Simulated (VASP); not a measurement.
Runs of VASP 6.6.1 on FePt. The structure is that of space group P4/mmm (No. 123), or close to it. The cells are those of the table. 

| cell | gap on the mesh (eV) | pressure (GPa) | moment (μB) |
| --- | --- | --- | --- |
| a = 2.724, b = 2.724, c = 3.720 Å, 2 atoms | none | -5.9 | 3.33 |
| a = 2.668, b = 2.668, c = 3.644 Å, 2 atoms | none | 8.8 | (a) |
| a = 2.696, b = 2.696, c = 3.682 Å, 2 atoms | none | 0.8 | (c) |
| a = 2.750, b = 2.750, c = 3.757 Å, 2 atoms | none | -11.6 | 3.37 |
| a = 2.777, b = 2.777, c = 3.793 Å, 2 atoms | none | -16.2 | (b) |

Alike in all rows: task single point; level PBEsol; potentials or basis VASP PAW PBE potentials, release 64 (Fe, Pt); spin collinear, ferromagnetic start; k mesh 8 × 8 × 6; cutoff (eV) 520; smearing fermi-dirac 0.1 eV.

Q: Fill in the values left out.

A: (a) 3.21; (b) 3.40; (c) 3.28.

Caveats: the PAW data sets were made with another functional, which shifts forces and pressure a little; spin-orbit coupling is left out, which moves the levels of the heavy elements; the cell stands under tension (at least some runs); the cell stands under pressure (at least some runs).

A k mesh can miss the band edges, and the runs leave out spin-orbit coupling on Pt.

A gap of «none» marks levels without a gap at the run's occupations.
